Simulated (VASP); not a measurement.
# AlFe (Pm-3m) in VASP: electric field gradients with r2SCAN

Aim: the electric field gradients of AlFe with r2SCAN.

All numbers are computed with VASP 6.6.1; they aren't measurements. Logs are shortened: lines on timing, memory, paths and dates and some standing lists are left out, and cuts for length are marked.

## 1. The cell of the first run

Symmetry: Pm-3m, No. 221, cubic system. Conventional cell: a = 2.910 Å, b = 2.910 Å, c = 2.910 Å, α = 90.00°, β = 90.00°, γ = 90.00°. Al (site symmetry m-3m) has 8 Fe at 2.52 Å and 6 Al at 2.91 Å within 3.3 Å. Within 3.3 Å of Fe (site symmetry m-3m) lie 8 Al at 2.52 Å and 6 Fe at 2.91 Å.

## 2. Electric field gradients, r2SCAN, collinear spin, ferromagnetic start

File POSCAR:

```
AlFe
1.0
    2.9100000000      0.0000000000      0.0000000000
    0.0000000000      2.9100000000      0.0000000000
    0.0000000000      0.0000000000      2.9100000000
Al Fe
1 1
Direct
    0.0000000000      0.0000000000      0.0000000000
    0.5000000000      0.5000000000      0.5000000000
```

File INCAR.step1:

```
PREC = Accurate
ENCUT = 520
ISMEAR = -1
SIGMA = 0.05
LREAL = F
LASPH = T
NELM = 150
ISPIN = 2
MAGMOM = 0 3
LMAXMIX = 4
NBANDS = 16
GGA = PE
ALGO = Normal
EDIFF = 1E-4
LWAVE = T
LCHARG = F
```

File INCAR.step2:

```
PREC = Accurate
ENCUT = 520
EDIFF = 1E-8
ISMEAR = -1
SIGMA = 0.05
LREAL = F
LASPH = T
NELM = 150
ALGO = Normal
ISIF = 2
LWAVE = F
LCHARG = F
ISPIN = 2
MAGMOM = 0 3
LORBIT = 11
LMAXMIX = 4
METAGGA = R2SCAN
LMIXTAU = T
LEFG = T
NBANDS = 16
ISTART = 1
```

File KPOINTS:

```
Automatic mesh
0
Gamma
  11 11 11
```

Potentials or basis: VASP PAW PBE potentials, release 64 (Al, Fe).

Run with:

```sh
$ cat potpaw_PBE.64/Al/POTCAR potpaw_PBE.64/Fe/POTCAR > POTCAR
$ cp INCAR.step1 INCAR
$ mpirun -np 1 vasp_std > vasp.out
$ cp INCAR.step2 INCAR
$ mpirun -np 1 vasp_std > vasp.out
```

OUTCAR:

```text
PREC = Accurate
   ENCUT = 520
   EDIFF = 1E-8
   ISMEAR = -1
   LREAL = F
   LASPH = T
   NELM = 150
   ISIF = 2
   ISPIN = 2
   LORBIT = 11
   METAGGA = R2SCAN
   ISTART = 1

 ion  position               nearest neighbor table
   1  0.000  0.000  0.000-   2 2.52   2 2.52   2 2.52   2 2.52   2 2.52   2 2.52   2 2.52   2 2.52

   2  0.500  0.500  0.500-   1 2.52   1 2.52   1 2.52   1 2.52   1 2.52   1 2.52   1 2.52   1 2.52

  LATTYP: Found a simple cubic cell.
 ALAT       =     2.9100000000

  Lattice vectors:

 A1 = (   2.9100000000,   0.0000000000,   0.0000000000)
 A2 = (   0.0000000000,   2.9100000000,   0.0000000000)
 A3 = (   0.0000000000,   0.0000000000,   2.9100000000)

Analysis of symmetry for initial positions (statically):
=====================================================================
 Subroutine PRICEL returns:
 Original cell was already a primitive cell.

 Routine SETGRP: Setting up the symmetry group for a
 simple cubic supercell.

 Subroutine GETGRP returns: Found 48 space group operations
 (whereof 48 operations were pure point group operations)
 out of a pool of 48 trial point group operations.

The static configuration has the point symmetry O_h .

Analysis of symmetry for dynamics (positions and initial velocities):
=====================================================================
 Subroutine PRICEL returns:
 Original cell was already a primitive cell.

 Routine SETGRP: Setting up the symmetry group for a
 simple cubic supercell.

 Subroutine GETGRP returns: Found 48 space group operations
 (whereof 48 operations were pure point group operations)
 out of a pool of 48 trial point group operations.

The dynamic configuration has the point symmetry O_h .

Analysis of structural, dynamic, and magnetic symmetry:
=====================================================================
 Subroutine PRICEL returns:
 Original cell was already a primitive cell.

 Routine SETGRP: Setting up the symmetry group for a
 simple cubic supercell.

 Subroutine GETGRP returns: Found 48 space group operations
 (whereof 48 operations were pure point group operations)
 out of a pool of 48 trial point group operations.

The overall configuration has the point symmetry O_h .

 Subroutine INISYM returns: Found 48 space group operations
 (whereof 48 operations are pure point group operations),
 and found     1 'primitive' translations

----------------------------------------------------------------------------------------

                                     Primitive cell

  volume of cell :      24.6422

  direct lattice vectors                    reciprocal lattice vectors
     2.910000000  0.000000000  0.000000000     0.343642612  0.000000000  0.000000000
     0.000000000  2.910000000  0.000000000     0.000000000  0.343642612  0.000000000
     0.000000000  0.000000000  2.910000000     0.000000000  0.000000000  0.343642612

  length of vectors
     2.910000000  2.910000000  2.910000000     0.343642612  0.343642612  0.343642612

  position of ions in fractional coordinates (direct lattice)
     0.000000000  0.000000000  0.000000000
     0.500000000  0.500000000  0.500000000

  ion indices of the primitive-cell ions
   primitive index   ion index
                 1           1
                 2           2

----------------------------------------------------------------------------------------

 KPOINTS: Automatic mesh

Automatic generation of k-mesh.
 Grid dimensions read from file:
 generate k-points for:   11   11   11

 Generating k-lattice:

  Cartesian coordinates                     Fractional coordinates (reciprocal lattice)
     0.031240237  0.000000000  0.000000000     0.090909091  0.000000000  0.000000000
     0.000000000  0.031240237  0.000000000     0.000000000  0.090909091  0.000000000
     0.000000000  0.000000000  0.031240237     0.000000000  0.000000000  0.090909091
[... 56 lines left out ...]
   NELM   =    150;   NELMIN=  2; NELMDL=  0     # of ELM steps
   EDIFF  = 0.1E-07   stopping-criterion for ELM
   LREAL  =      F    real-space projection
   EDIFFG = 0.1E-06   stopping-criterion for IOM
   NSW    =      0    number of steps for IOM
   IBRION =     -1    ionic relax: 0-MD 1-quasi-New 2-CG
   NFREE  =      0    steps in history (QN), initial steepest desc. (CG)
   ISIF   =      2    stress and relaxation
   ISYM   =      2    0-nonsym 1-usesym 2-fastsym
   POTIM  = 0.5000    time-step for ionic-motion
   TEBEG  =    0.0;   TEEND  =   0.0 temperature during run
   PSTRESS=    0.0 pullay stress
   NELECT =      11.0000    total number of electrons
   NUPDOWN=      -1.0000    fix difference up-down
   EMIN   =  10.00;   EMAX   =-10.00  energy-range for DOS
   EFERMI =   0.00;   METHOD = LEGACY
   ISMEAR =    -1;   SIGMA  =   0.05  broadening in eV -4-tet -1-fermi 0-gaus
   EFERMI_NEDOS =   21; number of points for ismear=-14 and -15
   IALGO  =     38    algorithm
   IMIX   =      4    mixing-type and parameters
     AMIX     =   0.40;   BMIX     =  1.00
     AMIX_MAG =   1.60;   BMIX_MAG =  1.00
  volume/ion in A,a.u.               =      12.32        83.15
  Fermi-wavevector in a.u.,A,eV,Ry     =   1.251160  2.364349 21.298567  1.565401
  Thomas-Fermi vector in A             =   2.385120
   LORBIT       =     11    0 simple, 1 ext, 2 COOP (PROOUT), +10 PAW based schemes
   METAGGA = R2SCAN    functional components
   LHFCALC =     F    Hartree Fock is set to
   AEXX    =    0.0000 exact exchange contribution
   IVDW    =     0    specifies the selected vdW correction
   LEPSILON=     F    determine dielectric tensor
   LRPA    =     F    only Hartree local field effects (RPA)
 spin polarized calculation
  energy-cutoff  :      520.00
  volume of cell :       24.64
 maximum number of plane-waves:       691
 NGX is ok and might be reduce to    24
   NGX = 11   NGY = 11   NGZ = 11

 number of electron      10.9999994 magnetization       0.8017594

 Free energy of the ion-electron system (eV)
  ---------------------------------------------------
  ext. energy  EPLUGINS =         0.00000000
  ---------------------------------------------------
  free energy    TOTEN  =       -21.31866777 eV

  energy without entropy =      -21.29853031  energy(sigma->0) =      -21.30859904

 E-fermi :   7.6657     XC(G=0): -12.9095

 val. band max:        7.6331070282   @ k =   0.1818   0.1818   0.0909
 cond. band min:       7.6692835527   @ k =   0.3636   0.3636   0.2727
 fundamental gap:      0.0361765245
 Fermi energy:         7.6656972605

 spin component 1

 k-point     1 :       0.0000    0.0000    0.0000
  band No.  band energies     occupation
      1      -3.1782      1.00000
      2       5.0043      1.00000
      3       5.0044      1.00000
      4       6.7491      1.00000
      5       6.7491      1.00000
      6       6.7491      1.00000
[... 435 lines left out ...]
      5       6.1811      1.00000
      6       6.6624      1.00000
[... 8 lines left out ...]
     15      28.2907      0.00000
     16      28.6404      0.00000

 [... further k-points ...]

 spin component 2

 k-point     1 :       0.0000    0.0000    0.0000
  band No.  band energies     occupation
      1      -3.3257      1.00000
      2       5.5591      1.00000
      3       5.5591      1.00000
      4       8.1441      0.00007
      5       8.1441      0.00007
      6       8.1441      0.00007
[... 435 lines left out ...]
      5       7.3779      0.99685
      6       8.0287      0.00070
[... 8 lines left out ...]
     15      28.4045      0.00000
     16      28.8148      0.00000

 [... further k-points ...]
[... 5 lines left out ...]
  --------------------------------------------------------------------------------------
  -------------------------------------------------------------------------------------
  Total       -1.6241787     -1.6241787     -1.6241787     -0.0000000      0.0000000      0.0000000
  in kB     -105.6003698   -105.6003698   -105.6003698     -0.0000000      0.0000000      0.0000000
  external PRESSURE =    -105.6003698 kB  Pullay stress =       0.0000000 kB

 VOLUME and BASIS-vectors are now :
 -----------------------------------------------------------------------------
  energy-cutoff  :      520.00
  volume of cell :       24.64
      direct lattice vectors                 reciprocal lattice vectors
     2.910000000  0.000000000  0.000000000     0.343642612  0.000000000  0.000000000
     0.000000000  2.910000000  0.000000000     0.000000000  0.343642612  0.000000000
     0.000000000  0.000000000  2.910000000     0.000000000  0.000000000  0.343642612

 POSITION                                       TOTAL-FORCE (eV/Angst)
 -----------------------------------------------------------------------------------
      0.00000      0.00000      0.00000         0.000000      0.000000      0.000000
      1.45500      1.45500      1.45500         0.000000      0.000000      0.000000
 -----------------------------------------------------------------------------------
    total drift:                                0.000000     -0.000000     -0.000000

  FREE ENERGIE OF THE ION-ELECTRON SYSTEM (eV)
  ---------------------------------------------------
  free  energy   TOTEN  =       -21.3186677693 eV

  energy  without entropy=      -21.2985303092  energy(sigma->0) =      -21.30859904

 Electric field gradients (V/A^2)
---------------------------------------------------------------------
 ion       V_xx      V_yy      V_zz      V_xy      V_xz      V_yz
---------------------------------------------------------------------
   1       0.000     0.000    -0.000     0.000     0.000    -0.000
   2       0.000     0.000    -0.000    -0.000    -0.000     0.000
---------------------------------------------------------------------

 Electric field gradients after diagonalization (V/A^2)
 (convention: |V_zz| > |V_xx| > |V_yy|)
----------------------------------------------------------------------
 ion       V_xx      V_yy      V_zz     asymmetry (V_yy - V_xx)/ V_zz
----------------------------------------------------------------------
   1       0.000     0.000    -0.000       0.071
   2       0.000     0.000    -0.000       0.153
----------------------------------------------------------------------

           NMR quadrupolar parameters

 Cq : quadrupolar parameter    Cq=e*Q*V_zz/h
 eta: asymmetry parameters     (V_yy - V_xx)/ V_zz
 Q  : nuclear electric quadrupole moment in mb (millibarn)
----------------------------------------------------------------------
 ion       Cq(MHz)       eta       Q (mb)
----------------------------------------------------------------------
   1      -0.000       0.071       1.000
   2      -0.000       0.153       1.000
----------------------------------------------------------------------

 total charge

# of ion       s       p       d       tot
------------------------------------------
    1        0.392   0.433   0.000   0.825
    2        0.425   0.502   6.425   7.352
--------------------------------------------------
tot          0.817   0.935   6.425   8.177

 magnetization (x)

# of ion       s       p       d       tot
------------------------------------------
    1       -0.014  -0.030   0.000  -0.043
    2        0.002   0.010   0.895   0.907
--------------------------------------------------
tot         -0.012  -0.020   0.895   0.863
```

Run time: 59 s. Hardware: 1 thread of Intel Xeon 6975P-C (Granite Rapids), shared host; peak memory 0.17 GiB.

What came out:

| Item | Value |
| --- | --- |
| Free energy | -21.3187 eV |
| Pressure | -10.6 GPa |
| Net moment | 0.80 μB per cell |
| Site moments | Al -0.04; Fe +0.91 μB |
| Valence electrons inside the program's atomic spheres | Al 0.82; Fe 7.35 |

Levels at points of the mesh, in eV from the Fermi level:
Spin up:
```tsv
k point	band 3	band 4	band 5	band 6	band 7	band 8	band 9	band 10
(0.00, 0.00, 0.00)	-2.66	-0.92	-0.92	-0.92	6.41	6.41	6.41	9.31
```
Spin down:
```csv
k point,band 1,band 2,band 3,band 4,band 5,band 6,band 7,band 8,band 9,band 10
"(0.00, 0.00, 0.00)",-10.99,-2.11,-2.11,0.48,0.48,0.48,6.39,6.39,6.39,9.40
```

Caveat: without QUAD_EFG the Cq values of the log hold for a quadrupole moment of 1 mb, not for the nuclei; the PAW data sets were made with another functional, which shifts forces and pressure a little.
